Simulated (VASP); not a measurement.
# Si in VASP: notebook

Runs on Si. Level: PBE+D3(BJ). Tasks: single point.

Program: VASP 6.6.1. These are calculated values, not measurements. Logs are shortened: lines on timing, memory, paths and dates and some standing lists are left out, and cuts for length are marked.

**1. The cell of the first run**

The cell holds a slab with vacuum, 4 atoms: a = 3.847 Å, b = 3.847 Å, c = 18.445 Å, α = 90.00°, β = 90.00°, γ = 120.00°.

**2. Single point, PBE+D3(BJ)**

Input file INCAR:

```
SYSTEM = Si
  PREC = Accurate
  ENCUT = 520
  EDIFF = 1E-6
  ISMEAR = 0
  SIGMA = 0.1
  LREAL = .FALSE.
  LASPH = .TRUE.
  NELM = 60
  ALGO = Normal
  ISIF = 2
  LWAVE = .FALSE.
  LCHARG = .FALSE.
  LDIPOL = .TRUE.
  IDIPOL = 3
  DIPOL = 0.5 0.5 0.413
  GGA = PE
  IVDW = 12
  NBANDS = 16
```

Input file KPOINTS:

```
regular mesh
0
G
  9 9 1
  0 0 0
```

Input file POSCAR:

```
Si
1.0
    3.8472023583      0.0000000000      0.0000000000
   -1.9236011791      3.3317749758      0.0000000000
    0.0000000000      0.0000000000     18.4446971457
Si
4
Direct
    0.3333333333      0.6666666667      0.2695814701
    0.6666666667      0.3333333333      0.2439725610
    0.6666666667      0.3333333333      0.5825358400
    1.0000000000      0.0000000000      0.5569269309
```

Potentials or basis: VASP PAW PBE potentials, release 64 (Si).

Launch:

```
$ cat potpaw_PBE.64/Si/POTCAR > POTCAR
$ mpirun -np 1 vasp_std > vasp.out
```

OUTCAR:

```text
SYSTEM = Si
   PREC = Accurate
   ENCUT = 520
   EDIFF = 1E-6
   ISMEAR = 0
   LREAL = .FALSE.
   LASPH = .TRUE.
   NELM = 60
   ISIF = 2
   GGA = PE
   IVDW = 12
 IVDW          = 12

 ion  position               nearest neighbor table
   1  0.333  0.667  0.270-   2 2.27   2 2.27   2 2.27
   2  0.667  0.333  0.244-   1 2.27   1 2.27   1 2.27
   3  0.667  0.333  0.583-   4 2.27   4 2.27   4 2.27
   4  0.000  0.000  0.557-   3 2.27   3 2.27   3 2.27

  LATTYP: Found a hexagonal cell.
 ALAT       =     3.8472023583
 C/A-ratio  =     4.7943142647

  Lattice vectors:

 A1 = (   3.8472023583,   0.0000000000,   0.0000000000)
 A2 = (  -1.9236011791,   3.3317749758,   0.0000000000)
 A3 = (   0.0000000000,   0.0000000000,  18.4446971457)

Analysis of symmetry for initial positions (statically):
=====================================================================
 Subroutine PRICEL returns:
 Original cell was already a primitive cell.

 Routine SETGRP: Setting up the symmetry group for a
 hexagonal supercell.

 Subroutine GETGRP returns: Found 12 space group operations
 (whereof  6 operations were pure point group operations)
 out of a pool of 24 trial point group operations.

The static configuration has the point symmetry C_3v.
 The point group associated with its full space group is D_3d.

Analysis of symmetry for dynamics (positions and initial velocities):
=====================================================================
 Subroutine PRICEL returns:
 Original cell was already a primitive cell.

 Routine SETGRP: Setting up the symmetry group for a
 hexagonal supercell.

 Subroutine GETGRP returns: Found 12 space group operations
 (whereof  6 operations were pure point group operations)
 out of a pool of 24 trial point group operations.

The dynamic configuration has the point symmetry C_3v.
 The point group associated with its full space group is D_3d.

 Subroutine INISYM returns: Found 12 space group operations
 (whereof  6 operations are pure point group operations),
 and found     1 'primitive' translations

----------------------------------------------------------------------------------------

                                     Primitive cell

  volume of cell :     236.4244

  direct lattice vectors                    reciprocal lattice vectors
     3.847202358  0.000000000  0.000000000     0.259929140  0.150070159  0.000000000
    -1.923601179  3.331774976  0.000000000     0.000000000  0.300140318  0.000000000
     0.000000000  0.000000000 18.444697146     0.000000000  0.000000000  0.054216125

  length of vectors
     3.847202358  3.847202358 18.444697146     0.300140318  0.300140318  0.054216125

  position of ions in fractional coordinates (direct lattice)
     0.333333333  0.666666667  0.269581470
     0.666666667  0.333333333  0.243972561
     0.666666667  0.333333333  0.582535840
     0.000000000  0.000000000  0.556926931

  ion indices of the primitive-cell ions
   primitive index   ion index
                 1           1
                 2           2
                 3           3
                 4           4

----------------------------------------------------------------------------------------

 KPOINTS: regular mesh

Automatic generation of k-mesh.
 Grid dimensions read from file:
 generate k-points for:    9    9    1

 Generating k-lattice:

  Cartesian coordinates                     Fractional coordinates (reciprocal lattice)
     0.028881016  0.016674462  0.000000000     0.111111111 -0.000000000  0.000000000
     0.000000000  0.033348924  0.000000000     0.000000000  0.111111111  0.000000000
     0.000000000  0.000000000  0.054216125     0.000000000  0.000000000  1.000000000

  Length of vectors
     0.033348924  0.033348924  0.054216125

  Shift w.r.t. Gamma in fractional coordinates (k-lattice)
     0.000000000  0.000000000  0.000000000

 Subroutine IBZKPT returns following result:
 ===========================================

 Found     12 irreducible k-points:

 Following reciprocal coordinates:
            Coordinates               Weight
  0.000000  0.000000  0.000000      1.000000
  0.111111  0.000000  0.000000      6.000000
  0.222222 -0.000000  0.000000      6.000000
  0.333333 -0.000000  0.000000      6.000000
  0.444444 -0.000000  0.000000      6.000000
  0.111111  0.111111  0.000000      6.000000
  0.222222  0.111111  0.000000     12.000000
  0.333333  0.111111  0.000000     12.000000
  0.444444  0.111111  0.000000      6.000000
  0.222222  0.222222  0.000000      6.000000
  0.333333  0.222222  0.000000     12.000000
  0.333333  0.333333  0.000000      2.000000
   k-points           NKPTS =     12   k-points in BZ     NKDIM =     12   number of bands    NBANDS=     16
   number of dos      NEDOS =    301   number of ions     NIONS =      4
   total plane-waves  NPLWV = 126000
   dimension x,y,z NGX =    30 NGY =   30 NGZ =  140
   dimension x,y,z NGXF=    60 NGYF=   60 NGZF=  280
   ions per type =               4
   NGX,Y,Z   is equivalent  to a cutoff of  12.96, 12.96, 12.62 a.u.
   NGXF,Y,Z  is equivalent  to a cutoff of  25.93, 25.93, 25.24 a.u.
 SYSTEM =  Si
   PREC   = accura    normal or accurate (medium, high low for compatibility)
   ISTART =      0    job   : 0-new  1-cont  2-samecut
   ICHARG =      2    charge: 1-file 2-atom 10-const
   ISPIN  =      1    spin polarized calculation?
   LNONCOLLINEAR =      F non collinear calculations
   LSORBIT =      F    spin-orbit coupling
   LASPH  =      T    aspherical Exc in radial PAW
   ENCUT  =  520.0 eV  38.22 Ry    6.18 a.u.   7.15  7.15 34.29*2*pi/ulx,y,z
   NELM   =     60;   NELMIN=  2; NELMDL= -5     # of ELM steps
   EDIFF  = 0.1E-05   stopping-criterion for ELM
   LREAL  =      F    real-space projection
   EDIFFG = 0.1E-04   stopping-criterion for IOM
   NSW    =      0    number of steps for IOM
   IBRION =     -1    ionic relax: 0-MD 1-quasi-New 2-CG
   NFREE  =      0    steps in history (QN), initial steepest desc. (CG)
   ISIF   =      2    stress and relaxation
   ISYM   =      2    0-nonsym 1-usesym 2-fastsym
   POTIM  = 0.5000    time-step for ionic-motion
   TEBEG  =    0.0;   TEEND  =   0.0 temperature during run
   PSTRESS=    0.0 pullay stress
   NELECT =      16.0000    total number of electrons
   NUPDOWN=      -1.0000    fix difference up-down
   EMIN   =  10.00;   EMAX   =-10.00  energy-range for DOS
   EFERMI =   0.00;   METHOD = LEGACY
   ISMEAR =     0;   SIGMA  =   0.10  broadening in eV -4-tet -1-fermi 0-gaus
   EFERMI_NEDOS =   21; number of points for ismear=-14 and -15
   IALGO  =     38    algorithm
   IMIX   =      4    mixing-type and parameters
     AMIX     =   0.40;   BMIX     =  1.00
     AMIX_MAG =   1.60;   BMIX_MAG =  1.00
  volume/ion in A,a.u.               =      59.11       398.87
  Fermi-wavevector in a.u.,A,eV,Ry     =   0.667141  1.260713  6.055636  0.445077
  Thomas-Fermi vector in A             =   1.741657
   LORBIT       =      0    0 simple, 1 ext, 2 COOP (PROOUT), +10 PAW based schemes
   GGA     = PE    functional components
   LHFCALC =     F    Hartree Fock is set to
   AEXX    =    0.0000 exact exchange contribution
   IVDW    =    12    specifies the selected vdW correction
   LEPSILON=     F    determine dielectric tensor
   LRPA    =     F    only Hartree local field effects (RPA)
 non-spin polarized calculation
 Gauss-broadening in eV      SIGMA  =   0.10
  energy-cutoff  :      520.00
  volume of cell :      236.42
 maximum number of plane-waves:      6399
 NGX is ok and might be reduce to    30
   NGX = 15   NGY = 15   NGZ = 69

 number of electron      16.0000001 magnetization

 dipolmoment           0.000000      0.000000     -0.000004 electrons x Angstroem

 Free energy of the ion-electron system (eV)
  ---------------------------------------------------
  ext. energy  EPLUGINS =         0.00000000
  ---------------------------------------------------
  free energy    TOTEN  =       -19.13167318 eV

  energy without entropy =      -19.12644334  energy(sigma->0) =      -19.12905826

 E-fermi :  -0.9851     XC(G=0):  -4.3749

 val. band max:       -0.9858933649   @ k =   0.3333   0.3333   0.0000
 cond. band min:      -0.9480946097   @ k =   0.3333   0.3333   0.0000
 fundamental gap:      0.0377987552
 Fermi energy:        -0.9851487842

 k-point     1 :       0.0000    0.0000    0.0000
  band No.  band energies     occupation
      1     -12.0919      2.00000
      2     -12.0840      2.00000
      3      -4.2719      2.00000
      4      -4.1034      2.00000
      5      -2.1712      2.00000
      6      -2.1712      2.00000
[... 8 lines left out ...]
     15       2.0638      0.00000
     16       2.0638      0.00000

 k-point     2 :       0.1111    0.0000    0.0000
  band No.  band energies     occupation
      1     -11.9464      2.00000
      2     -11.9385      2.00000
      3      -4.1768      2.00000
      4      -4.0226      2.00000
      5      -3.1335      2.00000
      6      -3.1188      2.00000
[... 8 lines left out ...]
     15       2.5824      0.00000
     16       2.5894      0.00000

 k-point     3 :       0.2222   -0.0000    0.0000
  band No.  band energies     occupation
      1     -11.5157      2.00000
      2     -11.5081      2.00000
      3      -5.0031      2.00000
      4      -4.9928      2.00000
      5      -3.6039      2.00000
      6      -3.4493      2.00000
[... 8 lines left out ...]
     15       3.8746      0.00000
     16       3.8848      0.00000
[... 134 lines left out ...]
 k-point    11 :       0.3333    0.2222    0.0000
  band No.  band energies     occupation
      1      -9.5983      2.00000
      2      -9.5935      2.00000
      3      -8.0480      2.00000
      4      -8.0447      2.00000
      5      -5.0377      2.00000
      6      -5.0340      2.00000
[... 8 lines left out ...]
     15       4.6396      0.00000
     16       5.1685      0.00000

 k-point    12 :       0.3333    0.3333    0.0000
  band No.  band energies     occupation
      1      -8.7963      2.00000
      2      -8.7938      2.00000
      3      -8.7937      2.00000
      4      -8.7919      2.00000
      5      -5.4478      2.00000
      6      -5.4478      2.00000
[... 8 lines left out ...]
     15       5.0878      0.00000
     16       5.2594      0.00000

------------------------ aborting loop because EDIFF is reached ----------------------------------------

 vacuum level on the upper side and lower side of the slab       (xc-potential included)        -0.166        -0.161

 Edisp (eV)   -0.84018

 E8    (eV) :    -0.3579

  FORCE on cell =-STRESS in cart. coord.  units (eV):
  Direction    XX          YY          ZZ          XY          YZ          ZX
  --------------------------------------------------------------------------------------
  -------------------------------------------------------------------------------------
  Total      -0.06075    -0.06075    -0.37050    -0.00000     0.00000    -0.00000
  in kB      -0.41171    -0.41171    -2.51074    -0.00000     0.00000    -0.00000
  external pressure =       -1.11 kB  Pullay stress =        0.00 kB

 VOLUME and BASIS-vectors are now :
 -----------------------------------------------------------------------------
  energy-cutoff  :      520.00
  volume of cell :      236.42
      direct lattice vectors                 reciprocal lattice vectors
     3.847202358  0.000000000  0.000000000     0.259929140  0.150070159  0.000000000
    -1.923601179  3.331774976  0.000000000     0.000000000  0.300140318  0.000000000
     0.000000000  0.000000000 18.444697146     0.000000000  0.000000000  0.054216125

 POSITION                                       TOTAL-FORCE (eV/Angst)
 -----------------------------------------------------------------------------------
     -0.00000      2.22118      4.97235        -0.000000      0.000000      0.033466
      1.92360      1.11059      4.50000         0.000000     -0.000000      0.026278
      1.92360      1.11059     10.74470        -0.000000      0.000000     -0.026278
      0.00000      0.00000     10.27235         0.000000     -0.000000     -0.033466
 -----------------------------------------------------------------------------------
    total drift:                                0.000000      0.000000     -0.000035

  FREE ENERGIE OF THE ION-ELECTRON SYSTEM (eV)
  ---------------------------------------------------
  free  energy   TOTEN  =       -19.9718574360 eV

  energy  without entropy=      -19.9666276046  energy(sigma->0) =      -19.96924252

 vacuum level on the upper side and lower side of the slab         3.468         3.475
```

Wall time 61 s (1 thread of Intel Xeon Platinum 8488C (Sapphire Rapids), shared host); peak memory 0.34 GiB.

Results:

```
Free energy                : -19.9719 eV
Largest force              : 0.033 eV/Å
Band gap on the k mesh     : zero (filled and empty bands touch)
Dispersion energy per atom : -0.210 eV
```

Forces on the atoms (eV/Å):
```
Si   0.000  0.000  0.033
Si   0.000  0.000  0.026
Si   0.000  0.000 -0.026
Si   0.000  0.000 -0.033
```

**3. Single point, PBE+D3(BJ)**

Input file INCAR:

```
SYSTEM = Si
ALGO = Normal
DIPOL = 0.5 0.5 0.372
EDIFF = 1E-6
ENCUT = 520
GGA = PE
IDIPOL = 3
ISIF = 2
ISMEAR = 0
IVDW = 12
LASPH = .True.
LCHARG = .False.
LDIPOL = .True.
LREAL = .False.
LWAVE = .False.
NBANDS = 16
NELM = 80
PREC = Accurate
SIGMA = 0.1
```

Input file KPOINTS:

```
k-points
0
Gamma
  9 9 1
  0 0 0
```

POSCAR: that of step 2 with these lines changed.

```diff
@@ -10,3 +10,3 @@
     0.6666666667      0.3333333333      0.2439725610
-    0.6666666667      0.3333333333      0.5825358400
-    1.0000000000      0.0000000000      0.5569269309
+    0.3333333333      0.6666666667      0.4995851693
+    0.6666666667      0.3333333333      0.4739762602
```

Potentials or basis: VASP PAW PBE potentials, release 64 (Si).

Launch:

```
$ cat potpaw_PBE.64/Si/POTCAR > POTCAR
$ mpirun -np 1 vasp_std > vasp.out
```

Wall time 59 s (1 thread of Intel Xeon Platinum 8488C (Sapphire Rapids), shared host); peak memory 0.35 GiB.

Results (log left out):

```
Free energy                : -20.1189 eV
Largest force              : 0.068 eV/Å
Band gap on the k mesh     : 0.43 eV, indirect (least direct gap 0.54 eV)
Dispersion energy per atom : -0.250 eV
```

Forces in eV/Å, atoms in the order of the input:
```
Si   0.000  0.000  0.068
Si   0.000  0.000 -0.014
Si   0.000  0.000  0.014
Si   0.000  0.000 -0.068
```

Levels at points of the mesh, in eV from the valence-band top:
```tsv
k point	band 5	band 6	band 7	band 8	band 9	band 10	band 11	band 12
(0.00, 0.00, 0.00)	-0.94	-0.94	-0.87	-0.87	2.21	2.40	2.61	3.27
```
